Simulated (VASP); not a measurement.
Here is a VASP 6.6.1 calculation.

File INCAR:

```
PREC     = Accurate       # precision mode
ENCUT    = 520            # plane-wave cutoff, eV
EDIFF    = 1E-7           # SCF threshold, eV
ISMEAR   = -1             # smearing method
SIGMA    = 0.05           # smearing width, eV
LREAL    = F              # projectors in reciprocal space
LASPH    = T              # aspherical terms in the spheres
NELM     = 60             # most SCF steps
ALGO     = Normal         # electronic algorithm
ISIF     = 2              # what is computed and relaxed
LWAVE    = F              # write WAVECAR
LCHARG   = F              # write CHGCAR
GGA      = CA             # functional
NBANDS   = 16             # bands
```

Contents of KPOINTS:

```
regular mesh
0
Gamma
  8 8 8
```

File POSCAR:

```
AgCl
1.0
    0.0000000000      2.7531131106      2.7531131106
    2.7531131106      0.0000000000      2.7531131106
    2.7531131106      2.7531131106      0.0000000000
Ag Cl
1 1
Direct
    0.0000000000      0.0000000000      0.0000000000
    0.5000000000      0.5000000000      0.5000000000
```

Potentials or basis: VASP PAW LDA potentials, release 64 (Ag, Cl).

Run with:

```bash
$ cat potpaw_LDA.64/Ag/POTCAR potpaw_LDA.64/Cl/POTCAR > POTCAR
$ mpirun -np 1 vasp_std > vasp.out
```

Problem. Estimate the band gap on the k mesh.

Solution. 0.64 eV (least direct gap 3.03 eV).

Problem. Estimate the pressure.

Solution. -4.7 GPa.

Caveat: the cell stands under tension. A k mesh can miss the band edges.
